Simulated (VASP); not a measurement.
Input of a VASP 6.6.1 run:

The input INCAR:

```
SYSTEM = MgO
PREC     = Accurate       ! precision mode
ENCUT    = 520            ! plane-wave cutoff, eV
EDIFF    = 1E-6           ! SCF threshold, eV
ISMEAR   = -5             ! smearing method
SIGMA    = 0.05           ! smearing width, eV
LREAL    = .FALSE.        ! projectors in reciprocal space
LASPH    = .TRUE.         ! aspherical terms in the spheres
NELM     = 80             ! most SCF steps
ALGO     = Normal         ! electronic algorithm
ISIF     = 2              ! what is computed and relaxed
LWAVE    = .FALSE.        ! write WAVECAR
LCHARG   = .FALSE.        ! write CHGCAR
NBANDS   = 11             ! bands
```

The input KPOINTS:

```
regular mesh
0
G
  11 11 11
  0 0 0
```

The input POSCAR:

```
MgO
1.0
    0.0000000000      2.0541934342      2.0541934342
    2.0541934342      0.0000000000      2.0541934342
    2.0541934342      2.0541934342      0.0000000000
Mg O
1 1
Direct
    0.0000000000      0.0000000000      0.0000000000
    0.5000000000      0.5000000000      0.5000000000
```

Potentials or basis: VASP PAW LDA potentials, release 64 (Mg, O).

Command:

```console
$ cat potpaw_LDA.64/Mg/POTCAR potpaw_LDA.64/O/POTCAR > POTCAR
$ mpirun -np 1 vasp_std > vasp.out
```

(1) Estimate the pressure.

(2) What does it give for the band gap on the k mesh?

## Answers

(1) 5.2 GPa.

(2) 5.42 eV, direct.
